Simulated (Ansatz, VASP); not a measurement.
# BN in VASP and in Ansatz

Contents of INCAR:

```
PREC = Accurate
ENCUT = 520
EDIFF = 1E-6
ISMEAR = 0
SIGMA = 0.05
LREAL = F
LASPH = T
NELM = 80
ALGO = Normal
ISIF = 2
LWAVE = F
LCHARG = F
GGA = PE
NBANDS = 16
```

The input KPOINTS:

```
Automatic mesh
0
Gamma
  12 12 4
```

POSCAR

```
BN
1.0
    2.5039917043      0.0000000000      0.0000000000
   -1.2519958522      2.1685204268      0.0000000000
    0.0000000000      0.0000000000      6.6612000000
B N
2 2
Direct
    0.3333333333      0.6666666667      0.2500000000
    0.6666666667      0.3333333333      0.7500000000
    0.3256322299      0.6628161150      0.7500000000
    0.6666666667      0.3333333333      0.2500000000
```

Input for Ansatz:

```yaml
crystal:
  lattice:
    - [2.5039917043, 0.0, 0.0]
    - [-1.2519958522, 2.1685204268, 0.0]
    - [0.0, 0.0, 6.6612]
  atoms:
    - { symbol: B, position: [0.3333333333, 0.6666666667, 0.25] }
    - { symbol: B, position: [0.6666666667, 0.3333333333, 0.75] }
    - { symbol: "N", position: [0.3256322299, 0.662816115, 0.75] }
    - { symbol: "N", position: [0.6666666667, 0.3333333333, 0.25] }
basis:
  ecutwfc: 420
kpoints:
  mp_grid: { grid: [12, 12, 4] }
hamiltonian:
  xc: pbe
scf:
  occupations: { method: gaussian, width: 0.05 }
output:
  forces: true
  stress: true
  eigenvalues: true
```

Alike in both runs: task single point; functional PBE; k mesh 12 × 12 × 4; occupations gaussian, width 0.05 eV; no spin polarisation.

|  | VASP | Ansatz |
| --- | --- | --- |
| version | VASP 6.6.1 | Ansatz 0.2.0 |
| potentials or method | VASP PAW PBE potentials, release 64 (B, N), cutoff 520 eV | scalar-relativistic, plane waves, PAW |
| valence electrons in the cell | 16 | 16 |

Ansatz gave:

```
gap on the k mesh at the Fermi level (eV)                     : 4.26
least direct gap on the mesh (eV)                             : 4.65
pressure (GPa)                                                : 3.4
traceless stress, the component that is largest in VASP (GPa) : 0.75
rms of the force components (eV/Å)                            : 0.290
```

Q: Estimate VASP's values.

A: gap on the k mesh at the Fermi level (eV): 4.25; least direct gap on the mesh (eV): 4.64; pressure (GPa): 3.4; traceless stress, the component that is largest in VASP (GPa): 0.85; rms of the force components (eV/Å): 0.289.

Atom by atom the forces differ by 0.001 eV/Å (rms over components).
